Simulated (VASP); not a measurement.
A run of VASP 6.6.1 is set up as follows.

INCAR

```
PREC = Accurate
ENCUT = 520
EDIFF = 1E-7
ISMEAR = 0
SIGMA = 0.05
LREAL = False
LASPH = True
NELM = 150
ALGO = Normal
ISIF = 2
LWAVE = False
LCHARG = False
ISPIN = 2
MAGMOM = 0 0 0 0 2 0 0 0 0
LORBIT = 11
LDIPOL = True
IDIPOL = 3
DIPOL = 0.5 0.5 0.353
GGA = PE
NBANDS = 32
```

Contents of KPOINTS:

```
regular mesh
0
Gamma
  9 9 1
```

The input POSCAR:

```
Si4C5
1.0
    3.0920147208      0.0000000000      0.0000000000
   -1.5460073604      2.6777632971      0.0000000000
    0.0000000000      0.0000000000     25.2337106667
C Si
5 4
Direct
    0.3333333333      0.6666666667      0.1585181051
    0.6666666667      0.3333333333      0.2590546646
    0.3333333333      0.6666666667      0.3607902149
    0.6666666667      0.3333333333      0.4623551549
    0.3333333333      0.6666666667      0.6009306704
    0.6666666667      0.3333333333      0.1834768895
    0.3333333333      0.6666666667      0.2840134490
    0.6666666667      0.3333333333      0.3842867907
    0.3333333333      0.6666666667      0.4848161584
```

Potentials or basis: VASP PAW PBE potentials, release 64 (C, Si).

Launch:

```console
$ cat potpaw_PBE.64/C/POTCAR potpaw_PBE.64/Si/POTCAR > POTCAR
$ mpirun -np 1 vasp_std > vasp.out
```

**Question.** What does it give for the net moment?

**Answer.** 0.35 μB per cell.

**Question.** What does it give for the site moments?

**Answer.** C -0.01, +0.01, +0.00, +0.12 (each value once); Si -0.00, +0.03 (each value once) μB.

**Question.** What does it give for the largest force?

**Answer.** 2.799 eV/Å.

Forces in eV/Å, atoms in the order of the input:
```
C    0.000  0.000  2.363
C    0.000  0.000  0.963
C    0.000  0.000 -0.274
C    0.000  0.000 -0.418
C    0.000  0.000 -1.638
Si   0.000  0.000 -2.799
Si   0.000  0.000 -0.405
Si   0.000  0.000  0.423
Si   0.000  0.000  1.786
```
